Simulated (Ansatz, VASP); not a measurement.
**CoO in VASP and in Ansatz**

```
Co O
1.0
     1.60222    0.92504    2.56647
    -1.60222    0.92504    2.56647
     0.00000   -1.85008    2.56647
Co O
1 1
Direct
  0.99898 0.99898 0.99898
  0.75102 0.75102 0.75102
```

Alike in both runs: task single point; functional LDA; k mesh 10 × 10 × 10; occupations gaussian, width 0.1 eV; collinear spin.

|  | VASP | Ansatz |
| --- | --- | --- |
| version | VASP 6.6.1 | Ansatz 0.2.0 |
| potentials or method | VASP PAW LDA potentials, release 64 (Co, O), cutoff 520 eV | all-electron LAPW, scalar-relativistic |

```tsv
	VASP	Ansatz	Ansatz less VASP
gap on the k mesh at the Fermi level (eV)	none	none	-
pressure (GPa)	-17.6	-15.9	+1.77
traceless stress, the component that is largest in VASP (GPa)	2.81	2.91	+0.099
rms of the force components (eV/Å)	0.112	0.107	-0.0054
net moment per atom (μB)	1.21	1.32	+0.109
size of the moment on the site where the two differ most (μB)	2.09	2.24	+0.146
```

The net moments are unlike, so the other rows may belong to different states. LDA's correlation is that of Perdew and Zunger in VASP and of Perdew and Wang (1992) in Ansatz. Site moments also hang on the region over which each program counts them. Atom by atom the forces differ by 0.005 eV/Å (rms over components). A gap of «none» marks a metal or a gap that the smearing closes. Ansatz ran all-electron here, and VASP with PAW potentials.
